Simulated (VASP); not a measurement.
# C (P6_3/mmc) in VASP: further runs

The runs below take C through single point, with PBEsol+D3(BJ).

Everything below comes from runs of VASP 6.6.1. Logs are shortened: lines on timing, memory, paths and dates and some standing lists are left out, and cuts for length are marked.

## 1. The cell of the first run

Symmetry: P6_3/mmc, No. 194, hexagonal system. Conventional cell: a = 2.437 Å, b = 2.437 Å, c = 7.014 Å, α = 90.00°, β = 90.00°, γ = 120.00°. C (site symmetry -6m2) has 3 C at 1.41 Å within 1.9 Å. Within 1.9 Å of C (site symmetry -6m2) lie 3 C at 1.41 Å.

## 2. Single point, PBEsol+D3(BJ) (volume 9.020 Å^3 an atom, c/a of the conventional cell 2.8778)

INCAR reads:

```
SYSTEM = C
  ALGO = Normal
  EDIFF = 1E-7
  ENCUT = 520
  GGA = PS
  ISIF = 2
  ISMEAR = 0
  IVDW = 12
  LASPH = .TRUE.
  LCHARG = .FALSE.
  LREAL = .FALSE.
  LWAVE = .FALSE.
  NBANDS = 16
  NELM = 100
  PREC = Accurate
  SIGMA = 0.15
```

KPOINTS reads:

```
k-points
0
G
  21 21 8
  0 0 0
```

POSCAR reads:

```
C
1.0
    2.4372033308      0.0000000000      0.0000000000
   -1.2186016654      2.1106799986      0.0000000000
    0.0000000000      0.0000000000      7.0137837453
C
4
Direct
    0.0000000000      0.0000000000      0.0025000000
    0.0000000000      0.0000000000      0.5025000000
    0.3333333333      0.6666666667      0.0025000000
    0.6666666667      0.3333333333      0.5025000000
```

Potentials or basis: VASP PAW PBE potentials, release 64 (C).

On the command line:

```
cat potpaw_PBE.64/C/POTCAR > POTCAR
mpirun -np 1 vasp_std > vasp.out
```

OUTCAR:

```text
SYSTEM = C
   EDIFF = 1E-7
   ENCUT = 520
   GGA = PS
   ISIF = 2
   ISMEAR = 0
   IVDW = 12
   LASPH = .TRUE.
   LREAL = .FALSE.
   NELM = 100
   PREC = Accurate
 IVDW          = 12

 ion  position               nearest neighbor table
   1  0.000  0.000  0.002-   3 1.41   3 1.41   3 1.41
   2  0.000  0.000  0.502-   4 1.41   4 1.41   4 1.41
   3  0.333  0.667  0.002-   1 1.41   1 1.41   1 1.41
   4  0.667  0.333  0.502-   2 1.41   2 1.41   2 1.41

  LATTYP: Found a hexagonal cell.
 ALAT       =     2.4372033308
 C/A-ratio  =     2.8778000000

  Lattice vectors:

 A1 = (   2.4372033308,   0.0000000000,   0.0000000000)
 A2 = (  -1.2186016654,   2.1106799986,   0.0000000000)
 A3 = (   0.0000000000,   0.0000000000,   7.0137837453)

Analysis of symmetry for initial positions (statically):
=====================================================================
 Subroutine PRICEL returns:
 Original cell was already a primitive cell.

 Routine SETGRP: Setting up the symmetry group for a
 hexagonal supercell.

 Subroutine GETGRP returns: Found 24 space group operations
 (whereof  6 operations were pure point group operations)
 out of a pool of 24 trial point group operations.

The static configuration has the point symmetry C_3v.
 The point group associated with its full space group is D_6h.

Analysis of symmetry for dynamics (positions and initial velocities):
=====================================================================
 Subroutine PRICEL returns:
 Original cell was already a primitive cell.

 Routine SETGRP: Setting up the symmetry group for a
 hexagonal supercell.

 Subroutine GETGRP returns: Found 24 space group operations
 (whereof  6 operations were pure point group operations)
 out of a pool of 24 trial point group operations.

The dynamic configuration has the point symmetry C_3v.
 The point group associated with its full space group is D_6h.

 Subroutine INISYM returns: Found 24 space group operations
 (whereof  6 operations are pure point group operations),
 and found     1 'primitive' translations

----------------------------------------------------------------------------------------

                                     Primitive cell

  volume of cell :      36.0800

  direct lattice vectors                    reciprocal lattice vectors
     2.437203331  0.000000000  0.000000000     0.410306349  0.236890481  0.000000000
    -1.218601665  2.110679999  0.000000000     0.000000000  0.473780962  0.000000000
     0.000000000  0.000000000  7.013783745     0.000000000  0.000000000  0.142576395

  length of vectors
     2.437203331  2.437203331  7.013783745     0.473780962  0.473780962  0.142576395

  position of ions in fractional coordinates (direct lattice)
     0.000000000  0.000000000  0.002500000
     0.000000000  0.000000000  0.502500000
     0.333333333  0.666666667  0.002500000
     0.666666667  0.333333333  0.502500000

  ion indices of the primitive-cell ions
   primitive index   ion index
                 1           1
                 2           2
                 3           3
                 4           4

----------------------------------------------------------------------------------------

 KPOINTS: k-points

Automatic generation of k-mesh.
 Grid dimensions read from file:
 generate k-points for:   21   21    8

 Generating k-lattice:

  Cartesian coordinates                     Fractional coordinates (reciprocal lattice)
     0.019538398  0.011280499  0.000000000     0.047619048  0.000000000  0.000000000
     0.000000000  0.022560998  0.000000000     0.000000000  0.047619048  0.000000000
     0.000000000  0.000000000  0.017822049     0.000000000  0.000000000  0.125000000

  Length of vectors
     0.022560998  0.022560998  0.017822049

  Shift w.r.t. Gamma in fractional coordinates (k-lattice)
     0.000000000  0.000000000  0.000000000

 Subroutine IBZKPT returns following result:
 ===========================================

 Found    240 irreducible k-points:

 Following reciprocal coordinates:
            Coordinates               Weight
  0.000000  0.000000  0.000000      1.000000
  0.047619  0.000000  0.000000      6.000000
  0.095238 -0.000000  0.000000      6.000000
  0.142857 -0.000000  0.000000      6.000000
  0.190476 -0.000000  0.000000      6.000000
  0.238095 -0.000000  0.000000      6.000000
[... 16 lines left out ...]
  0.142857  0.095238  0.000000     12.000000
  0.190476  0.095238  0.000000     12.000000
 [... further k-points ...]
   k-points           NKPTS =    240   k-points in BZ     NKDIM =    240   number of bands    NBANDS=     16
   number of dos      NEDOS =    301   number of ions     NIONS =      4
   total plane-waves  NPLWV =  17496
   dimension x,y,z NGX =    18 NGY =   18 NGZ =   54
   dimension x,y,z NGXF=    36 NGYF=   36 NGZF=  108
   ions per type =               4
   NGX,Y,Z   is equivalent  to a cutoff of  12.28, 12.28, 12.80 a.u.
   NGXF,Y,Z  is equivalent  to a cutoff of  24.56, 24.56, 25.60 a.u.
 SYSTEM =  C
   PREC   = accura    normal or accurate (medium, high low for compatibility)
   ISTART =      0    job   : 0-new  1-cont  2-samecut
   ICHARG =      2    charge: 1-file 2-atom 10-const
   ISPIN  =      1    spin polarized calculation?
   LNONCOLLINEAR =      F non collinear calculations
   LSORBIT =      F    spin-orbit coupling
   LASPH  =      T    aspherical Exc in radial PAW
   ENCUT  =  520.0 eV  38.22 Ry    6.18 a.u.   4.53  4.53 13.04*2*pi/ulx,y,z
   NELM   =    100;   NELMIN=  2; NELMDL= -5     # of ELM steps
   EDIFF  = 0.1E-06   stopping-criterion for ELM
   LREAL  =      F    real-space projection
   EDIFFG = 0.1E-05   stopping-criterion for IOM
   NSW    =      0    number of steps for IOM
   IBRION =     -1    ionic relax: 0-MD 1-quasi-New 2-CG
   NFREE  =      0    steps in history (QN), initial steepest desc. (CG)
   ISIF   =      2    stress and relaxation
   ISYM   =      2    0-nonsym 1-usesym 2-fastsym
   POTIM  = 0.5000    time-step for ionic-motion
   TEBEG  =    0.0;   TEEND  =   0.0 temperature during run
   PSTRESS=    0.0 pullay stress
   NELECT =      16.0000    total number of electrons
   NUPDOWN=      -1.0000    fix difference up-down
   EMIN   =  10.00;   EMAX   =-10.00  energy-range for DOS
   EFERMI =   0.00;   METHOD = LEGACY
   ISMEAR =     0;   SIGMA  =   0.15  broadening in eV -4-tet -1-fermi 0-gaus
   EFERMI_NEDOS =   21; number of points for ismear=-14 and -15
   IALGO  =     38    algorithm
   IMIX   =      4    mixing-type and parameters
     AMIX     =   0.40;   BMIX     =  1.00
     AMIX_MAG =   1.60;   BMIX_MAG =  1.00
  volume/ion in A,a.u.               =       9.02        60.87
  Fermi-wavevector in a.u.,A,eV,Ry     =   1.248416  2.359164 21.205257  1.558542
  Thomas-Fermi vector in A             =   2.382504
   LORBIT       =      0    0 simple, 1 ext, 2 COOP (PROOUT), +10 PAW based schemes
   GGA     = PS    functional components
   LHFCALC =     F    Hartree Fock is set to
   AEXX    =    0.0000 exact exchange contribution
   IVDW    =    12    specifies the selected vdW correction
   LEPSILON=     F    determine dielectric tensor
   LRPA    =     F    only Hartree local field effects (RPA)
 non-spin polarized calculation
 Gauss-broadening in eV      SIGMA  =   0.15
  energy-cutoff  :      520.00
  volume of cell :       36.08
 maximum number of plane-waves:       994
   NGX =  9   NGY =  9   NGZ = 27

 number of electron      15.9999997 magnetization

 Free energy of the ion-electron system (eV)
  ---------------------------------------------------
  ext. energy  EPLUGINS =         0.00000000
  ---------------------------------------------------
  free energy    TOTEN  =       -38.55242491 eV

  energy without entropy =      -38.55152891  energy(sigma->0) =      -38.55197691

 E-fermi :   4.4184     XC(G=0): -10.3009

 val. band max:        4.4158517182   @ k =   0.3333   0.3333   0.5000
 cond. band min:       4.4185815354   @ k =   0.3333   0.3333   0.2500
 fundamental gap:      0.0027298171
 Fermi energy:         4.4183819722

 k-point     1 :       0.0000    0.0000    0.0000
  band No.  band energies     occupation
      1     -15.4299      2.00000
      2     -15.2157      2.00000
      3      -4.2022      2.00000
      4      -2.6204      2.00000
      5       1.4501      2.00000
      6       1.4501      2.00000
[... 8 lines left out ...]
     15      16.2508      0.00000
     16      16.3976      0.00000

 k-point     2 :       0.0476    0.0000    0.0000
  band No.  band energies     occupation
      1     -15.3747      2.00000
      2     -15.1613      2.00000
      3      -4.1346      2.00000
      4      -2.5563      2.00000
      5       1.2253      2.00000
      6       1.2399      2.00000
[... 8 lines left out ...]
     15      16.0477      0.00000
     16      16.2045      0.00000

 k-point     3 :       0.0952   -0.0000    0.0000
  band No.  band energies     occupation
      1     -15.2095      2.00000
      2     -14.9984      2.00000
      3      -3.9324      2.00000
      4      -2.3647      2.00000
      5       0.5947      2.00000
      6       0.6181      2.00000
[... 8 lines left out ...]
     15      15.4616      0.00000
     16      15.6510      0.00000

 k-point     4 :       0.1429   -0.0000    0.0000
  band No.  band energies     occupation
      1     -14.9347      2.00000
      2     -14.7274      2.00000
      3      -3.5970      2.00000
      4      -2.0475      2.00000
      5      -0.3414      2.00000
      6      -0.3065      2.00000
[... 8 lines left out ...]
     15      14.9409      0.00000
     16      14.9733      0.00000
[... 324 lines left out ...]
 k-point    22 :       0.0952    0.0952    0.0000
  band No.  band energies     occupation
      1     -14.7703      2.00000
      2     -14.5653      2.00000
      3      -3.3966      2.00000
      4      -1.8583      2.00000
      5      -0.6779      2.00000
      6      -0.6557      2.00000
[... 8 lines left out ...]
     15      14.9701      0.00000
     16      15.0168      0.00000

 k-point    23 :       0.1429    0.0952    0.0000
  band No.  band energies     occupation
      1     -14.3878      2.00000
      2     -14.1881      2.00000
      3      -2.9321      2.00000
      4      -1.6370      2.00000
      5      -1.6023      2.00000
      6      -1.4215      2.00000
[... 8 lines left out ...]
     15      15.7558      0.00000
     16      15.8347      0.00000

 k-point    24 :       0.1905    0.0952    0.0000
  band No.  band energies     occupation
      1     -13.8986      2.00000
      2     -13.7056      2.00000
      3      -2.7628      2.00000
      4      -2.7097      2.00000
      5      -2.3418      2.00000
      6      -1.1398      2.00000
[... 8 lines left out ...]
     15      16.7828      0.00000
     16      16.9471      0.00000

 [... further k-points ...]

------------------------ aborting loop because EDIFF is reached ----------------------------------------

 Edisp (eV)   -0.42091

 E8    (eV) :    -0.2045

  FORCE on cell =-STRESS in cart. coord.  units (eV):
  Direction    XX          YY          ZZ          XY          YZ          ZX
  --------------------------------------------------------------------------------------
  -------------------------------------------------------------------------------------
  Total       2.80214     2.80214    -0.37254     0.00000    -0.00000     0.00000
  in kB     124.43236   124.43236   -16.54311     0.00000    -0.00000     0.00000
  external pressure =       77.44 kB  Pullay stress =        0.00 kB

 VOLUME and BASIS-vectors are now :
 -----------------------------------------------------------------------------
  energy-cutoff  :      520.00
  volume of cell :       36.08
      direct lattice vectors                 reciprocal lattice vectors
     2.437203331  0.000000000  0.000000000     0.410306349  0.236890481  0.000000000
    -1.218601665  2.110679999  0.000000000     0.000000000  0.473780962  0.000000000
     0.000000000  0.000000000  7.013783745     0.000000000  0.000000000  0.142576395

 POSITION                                       TOTAL-FORCE (eV/Angst)
 -----------------------------------------------------------------------------------
      0.00000      0.00000      0.01753         0.000000     -0.000000     -0.000000
      0.00000      0.00000      3.52443        -0.000000      0.000000     -0.000000
     -0.00000      1.40712      0.01753        -0.000000      0.000000      0.000000
      1.21860      0.70356      3.52443         0.000000     -0.000000      0.000000
 -----------------------------------------------------------------------------------
    total drift:                               -0.000000     -0.000000      0.000020

  FREE ENERGIE OF THE ION-ELECTRON SYSTEM (eV)
  ---------------------------------------------------
  free  energy   TOTEN  =       -38.9733356015 eV

  energy  without entropy=      -38.9724395972  energy(sigma->0) =      -38.97288760
```

Run time: 52 s. Hardware: 1 thread of Intel Xeon 6975P-C (Granite Rapids), shared host; peak memory 0.23 GiB.

What came out:

| Quantity | Value |
| --- | --- |
| Free energy | -38.9733 eV |
| Pressure | 7.7 GPa |
| Band gap on the k mesh | zero (band 8 reaches 4.43 eV, above the bottom of band 9 at 4.41 eV) |
| Dispersion energy per atom | -0.105 eV |

Caveat: the PAW data sets were made with another functional, which shifts forces and pressure a little.

## 3. Single point, PBEsol+D3(BJ) (volume 9.020 Å^3 an atom, c/a of the conventional cell 2.7423)

INCAR reads:

```
SYSTEM = C
ALGO = Normal ; EDIFF = 1E-6
ENCUT = 520 ; GGA = PS
ISIF = 2 ; ISMEAR = 0
IVDW = 12 ; LASPH = .TRUE.
LCHARG = .FALSE. ; LREAL = .FALSE.
LWAVE = .FALSE. ; NBANDS = 16
NELM = 80 ; PREC = Accurate
SIGMA = 0.15
```

KPOINTS is that of step 2.

POSCAR reads:

```
C
1.0
    2.4767013707      0.0000000000      0.0000000000
   -1.2383506854      2.1448863046      0.0000000000
    0.0000000000      0.0000000000      6.7918581689
C
4
Direct
    0.0000000000      0.0000000000      0.0025000000
    0.0000000000      0.0000000000      0.5025000000
    0.3333333333      0.6666666667      0.0025000000
    0.6666666667      0.3333333333      0.5025000000
```

Potentials or basis: VASP PAW PBE potentials, release 64 (C).

On the command line:

```
cat potpaw_PBE.64/C/POTCAR > POTCAR
mpirun -np 1 vasp_std > vasp.out
```

Wall time 43 s (1 thread of Intel Xeon 6975P-C (Granite Rapids), shared host); peak memory 0.22 GiB.

Results (log left out):

| Property | Result |
| --- | --- |
| Free energy | -38.9970 eV |
| Pressure | -5.9 GPa |
| Band gap on the k mesh | zero (band 8 reaches 4.41 eV, above the bottom of band 9 at 4.39 eV) |
| Dispersion energy per atom | -0.109 eV |

Stress tensor (GPa, compression positive):
```
-8.35  0.00  0.00
 0.00 -8.35  0.00
 0.00  0.00 -1.00
```

Levels at points of the mesh, in eV from the Fermi level:
| k point | band 4 | band 5 | band 6 | band 7 | band 8 | band 9 | band 10 | band 11 | band 12 | band 13 |
| --- | --- | --- | --- | --- | --- | --- | --- | --- | --- | --- |
| (0.00, 0.00, 0.00) | -6.52 | -2.98 | -2.98 | -2.96 | -2.96 | 4.01 | 8.21 | 8.21 | 8.26 | 8.26 |
| (0.00, 0.00, 0.50) | -7.57 | -2.97 | -2.97 | -2.97 | -2.97 | 6.58 | 6.58 | 8.24 | 8.24 | 8.24 |

Caveat: the PAW data sets were made with another functional, which shifts forces and pressure a little.
